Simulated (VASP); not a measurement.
# CaCSe3 (Pm-3m) in VASP: vibrations by perturbation theory with LDA

Aim: the vibrations by perturbation theory of CaCSe3 with LDA.

Everything below comes from runs of VASP 6.6.1. Logs are shortened: lines on timing, memory, paths and dates and some standing lists are left out, and cuts for length are marked.

## Step 1: The cell of the first run

The structure is cubic, space group Pm-3m (No. 221). The conventional cell has a = 4.372 Å, b = 4.372 Å, c = 4.372 Å, α = 90.00°, β = 90.00°, γ = 90.00°. Ca (site symmetry m-3m) has 12 Se at 3.09 Å and 8 C at 3.79 Å within 4.1 Å. C (site symmetry m-3m) has 6 Se at 2.19 Å within 2.9 Å. Within 2.9 Å of Se (site symmetry 4/mmm) lie 2 C at 2.19 Å.

## Step 2: Vibrations by perturbation theory, LDA

File INCAR:

```
ALGO = Normal
EDIFF = 1E-8
ENCUT = 520
IBRION = 8
ISIF = 2
ISMEAR = -1
LASPH = True
LCHARG = False
LREAL = False
LWAVE = False
NBANDS = 24
NELM = 100
NSW = 1
PREC = Accurate
SIGMA = 0.15
```

File KPOINTS:

```
k-points
0
Gamma
  8 8 8
```

File POSCAR:

```
CaCSe3
1.0
    4.3724000000      0.0000000000      0.0000000000
    0.0000000000      4.3724000000      0.0000000000
    0.0000000000      0.0000000000      4.3724000000
Ca C Se
1 1 3
Direct
    0.0000000000      0.0000000000      0.0000000000
    0.5000000000      0.5000000000      0.5000000000
    0.5000000000      0.5000000000      0.0000000000
    0.5000000000      0.0000000000      0.5000000000
    0.0000000000      0.5000000000      0.5000000000
```

Potentials or basis: VASP PAW LDA potentials, release 64 (Ca_sv, C, Se).

Started as:

```sh
$ cat potpaw_LDA.64/Ca_sv/POTCAR potpaw_LDA.64/C/POTCAR potpaw_LDA.64/Se/POTCAR > POTCAR
$ mpirun -np 1 vasp_std > vasp.out
```

OUTCAR:

```text
EDIFF = 1E-8
   ENCUT = 520
   IBRION = 8
   ISIF = 2
   ISMEAR = -1
   LASPH = True
   LREAL = False
   NELM = 100
   NSW = 1
   PREC = Accurate

 ion  position               nearest neighbor table
   1  0.000  0.000  0.000-
   2  0.500  0.500  0.500-   3 2.19   4 2.19   5 2.19   3 2.19   4 2.19   5 2.19
   3  0.500  0.500  0.000-   2 2.19   2 2.19
   4  0.500  0.000  0.500-   2 2.19   2 2.19
   5  0.000  0.500  0.500-   2 2.19   2 2.19

  LATTYP: Found a simple cubic cell.
 ALAT       =     4.3724000000

  Lattice vectors:

 A1 = (   4.3724000000,   0.0000000000,   0.0000000000)
 A2 = (   0.0000000000,   4.3724000000,   0.0000000000)
 A3 = (   0.0000000000,   0.0000000000,   4.3724000000)

Analysis of symmetry for initial positions (statically):
=====================================================================
 Subroutine PRICEL returns:
 Original cell was already a primitive cell.

 Routine SETGRP: Setting up the symmetry group for a
 simple cubic supercell.

 Subroutine GETGRP returns: Found 48 space group operations
[... 9 lines left out ...]

 Routine SETGRP: Setting up the symmetry group for a
 simple cubic supercell.

 Subroutine GETGRP returns: Found 48 space group operations
[... 11 lines left out ...]
                                     Primitive cell

  volume of cell :      83.5910

  direct lattice vectors                    reciprocal lattice vectors
     4.372400000  0.000000000  0.000000000     0.228707346  0.000000000  0.000000000
     0.000000000  4.372400000  0.000000000     0.000000000  0.228707346  0.000000000
     0.000000000  0.000000000  4.372400000     0.000000000  0.000000000  0.228707346

  length of vectors
     4.372400000  4.372400000  4.372400000     0.228707346  0.228707346  0.228707346

  position of ions in fractional coordinates (direct lattice)
     0.000000000  0.000000000  0.000000000
     0.500000000  0.500000000  0.500000000
     0.500000000  0.500000000  0.000000000
     0.500000000  0.000000000  0.500000000
     0.000000000  0.500000000  0.500000000

  ion indices of the primitive-cell ions
   primitive index   ion index
                 1           1
                 2           2
                 3           3
                 4           4
                 5           5

----------------------------------------------------------------------------------------

 KPOINTS: k-points

Automatic generation of k-mesh.
 Grid dimensions read from file:
 generate k-points for:    8    8    8

 Generating k-lattice:

[... 116 lines left out ...]
 Fermi energy:         6.1799601013

 k-point     1 :       0.0000    0.0000    0.0000
  band No.  band energies     occupation
      1     -33.7726      2.00000
      2     -15.1236      2.00000
      3     -15.1236      2.00000
      4     -15.1236      2.00000
      5     -10.6963      2.00000
      6      -5.7617      2.00000
[... 637 lines left out ...]
     23      11.4672      0.00000
     24      11.8689      0.00000

 [... further k-points ...]
[... 5 lines left out ...]
  --------------------------------------------------------------------------------------
  -------------------------------------------------------------------------------------
  Total        3.1919435      3.1919435      3.1919435      0.0000000      0.0000000     -0.0000000
  in kB       61.1795282     61.1795282     61.1795282      0.0000000      0.0000000     -0.0000000
  external PRESSURE =      61.1795282 kB  Pullay stress =       0.0000000 kB

 VOLUME and BASIS-vectors are now :
 -----------------------------------------------------------------------------
  energy-cutoff  :      520.00
  volume of cell :       83.59
      direct lattice vectors                 reciprocal lattice vectors
     4.372400000  0.000000000  0.000000000     0.228707346  0.000000000  0.000000000
     0.000000000  4.372400000  0.000000000     0.000000000  0.228707346  0.000000000
     0.000000000  0.000000000  4.372400000     0.000000000  0.000000000  0.228707346

 POSITION                                       TOTAL-FORCE (eV/Angst)
 -----------------------------------------------------------------------------------
      0.00000      0.00000      0.00000         0.000000      0.000000      0.000000
      2.18620      2.18620      2.18620         0.000000      0.000000      0.000000
      2.18620      2.18620      0.00000         0.000000      0.000000      0.000000
      2.18620      0.00000      2.18620         0.000000      0.000000      0.000000
      0.00000      2.18620      2.18620         0.000000      0.000000      0.000000
 -----------------------------------------------------------------------------------
    total drift:                                0.000000      0.000000      0.000000

  FREE ENERGIE OF THE ION-ELECTRON SYSTEM (eV)
  ---------------------------------------------------
  free  energy   TOTEN  =       -24.2191503628 eV

  energy  without entropy=      -24.0407696663  energy(sigma->0) =      -24.12996001

[... ionic steps 2 to 9 ...]

--------------------------------------- Ionic step       10  -------------------------------------------

------------------------ aborting loop because EDIFF is reached ----------------------------------------

[... ionic steps 11 to 11 ...]

--------------------------------------- Ionic step       12  -------------------------------------------

 Free energy of the ion-electron system (eV)
  ---------------------------------------------------
  ---------------------------------------------------
  free energy    TOTEN  =        -0.08379385 eV

  energy without entropy =       -0.08379395

------------------------ aborting loop because EDIFF is reached ----------------------------------------

 INTERNAL STRAIN TENSOR  FOR ION    3  DIRECTION 3   (eV/Angst):
 -----------------------------------------------------------------------------
    -0.01711  0.00000  0.00000
     0.00000 -0.01711 -0.00000
     0.00000  0.00000  0.01087

 INTERNAL STRAIN TENSOR FOR ION    5 for displacements in x,y,z  (eV/Angst):
          X           Y           Z          XY          YZ          ZX
  --------------------------------------------------------------------------------
  x     0.00000     0.00000     0.00000     0.00000     0.00000     0.00000
  y     0.00000     0.00000     0.00000     0.00000     0.00000     0.00000
  z     0.00000     0.00000     0.00000     0.00000     0.00000     0.00000

 SECOND DERIVATIVES (NOT SYMMETRIZED)
 ------------------------------------
               1X          1Y          1Z          2X          2Y          2Z          3X          3Y          3Z          4X          4Y          4Z          5X          5Y          5Z
  1X    -2.994487   -0.000000   -0.000000    0.611023   -0.000000    0.000000    1.259313   -0.000000   -0.000000    1.259313   -0.000000    0.000000   -0.135162    0.000000   -0.000000
  1Y    -0.000000   -2.994487   -0.000000    0.000000    0.611023    0.000000   -0.000000    1.259313    0.000000    0.000000   -0.135162    0.000000   -0.000000    1.259313    0.000000
  1Z    -0.000000   -0.000000   -2.994487    0.000000    0.000000    0.611023    0.000000    0.000000   -0.135162   -0.000000   -0.000000    1.259313   -0.000000   -0.000000    1.259313
  2X     0.605539    0.000000    0.000000   10.954989   -0.000000   -0.000000   -0.868233   -0.000000   -0.000000   -0.868233    0.000000    0.000000   -9.824062    0.000000    0.000000
  2Y     0.000000    0.605539    0.000000   -0.000000   10.954989    0.000000    0.000000   -0.868233    0.000000    0.000000   -9.824062    0.000000   -0.000000   -0.868233   -0.000000
  2Z     0.000000    0.000000    0.605539    0.000000    0.000000   10.954989    0.000000    0.000000   -9.824062   -0.000000   -0.000000   -0.868233   -0.000000   -0.000000   -0.868233
  3X     1.253914    0.000000    0.000000   -0.868992    0.000000    0.000000   -3.877501    0.000000    0.000000   -0.261759    0.000000    0.000000    3.754338    0.000000    0.000000
  3Y     0.000000    1.253914    0.000000    0.000000   -0.868992    0.000000    0.000000   -3.877501    0.000000    0.000000    3.754338    0.000000    0.000000   -0.261759    0.000000
  3Z     0.000000    0.000000   -0.140001   -0.000000   -0.000000   -9.816382   -0.000000    0.000000    2.450869    0.000000   -0.000000    3.752757   -0.000000    0.000000    3.752757
  4X     1.253914    0.000000    0.000000   -0.868992    0.000000    0.000000   -0.261759    0.000000    0.000000   -3.877501    0.000000    0.000000    3.754338    0.000000    0.000000
  4Y     0.000000   -0.140001    0.000000    0.000000   -9.816382   -0.000000    0.000000    3.752757    0.000000    0.000000    2.450869    0.000000   -0.000000    3.752757    0.000000
  4Z     0.000000    0.000000    1.253914    0.000000    0.000000   -0.868992    0.000000    0.000000    3.754338    0.000000    0.000000   -3.877501    0.000000    0.000000   -0.261759
  5X    -0.140001    0.000000    0.000000   -9.816382    0.000000   -0.000000    3.752757    0.000000   -0.000000    3.752757    0.000000    0.000000    2.450869   -0.000000    0.000000
  5Y     0.000000    1.253914    0.000000    0.000000   -0.868992    0.000000    0.000000   -0.261759    0.000000    0.000000    3.754338    0.000000    0.000000   -3.877501    0.000000
  5Z     0.000000    0.000000    1.253914    0.000000    0.000000   -0.868992    0.000000    0.000000    3.754338    0.000000    0.000000   -0.261759    0.000000    0.000000   -3.877501

 Eigenvectors and eigenvalues of the dynamical matrix
 ----------------------------------------------------

   1 f  =    5.484924 THz    34.462792 2PiTHz  182.957363 cm-1    22.683812 meV
             X         Y         Z           dx          dy          dz
      0.000000  0.000000  0.000000     0.155554    0.347572   -0.000844
      2.186200  2.186200  2.186200     0.062992    0.140751   -0.000342
      2.186200  2.186200  0.000000    -0.193725   -0.432861   -0.001369
      2.186200  0.000000  2.186200    -0.193725    0.563710    0.001051
      0.000000  2.186200  2.186200     0.252285   -0.432861    0.001051
[... 105 lines left out ...]
  15 f/i=   15.782594 THz    99.164962 2PiTHz  526.450663 cm-1    65.271534 meV
             X         Y         Z           dx          dy          dz
      0.000000  0.000000  0.000000     0.000000   -0.000000   -0.023181
      2.186200  2.186200  2.186200     0.000000    0.000000   -0.948927
      2.186200  2.186200  0.000000     0.000000   -0.000000    0.309960
      2.186200  0.000000  2.186200    -0.000000    0.000000    0.038243
      0.000000  2.186200  2.186200     0.000000    0.000000    0.038243

--------------------------------------------------------------------------------------------------------

 ELASTIC MODULI CONTR FROM IONIC RELAXATION (kBar)
 Direction    XX          YY          ZZ          XY          YZ          ZX
 --------------------------------------------------------------------------------
 XX           0.0000      0.0000      0.0000      0.0000      0.0000      0.0000
 YY           0.0000      0.0000      0.0000      0.0000      0.0000      0.0000
 ZZ           0.0000      0.0000      0.0000      0.0000      0.0000      0.0000
 XY           0.0000      0.0000      0.0000      0.0000      0.0000      0.0000
 YZ           0.0000      0.0000      0.0000      0.0000      0.0000      0.0000
 ZX           0.0000      0.0000      0.0000      0.0000      0.0000      0.0000
 --------------------------------------------------------------------------------
```

Run time: 12 min. Hardware: 1 thread of AMD EPYC 9R45 (Zen 5), shared host; peak memory 0.61 GiB.

Results:

```yaml
Highest_phonon_frequency_at_Γ_LO-TO_splitting_left_out: 183 cm⁻¹
Most_unstable_mode: 526i cm⁻¹
```

Phonon frequencies in cm⁻¹ (negative: imaginary):
```tsv
q point	frequencies
(0.000, 0.000, 0.000)	-526 -526 -526 0 0 0 112 112 112 148 148 148 183 183 183
```

Caveat: the cell wasn't relaxed at this level first, which shifts response properties; some modes are imaginary.
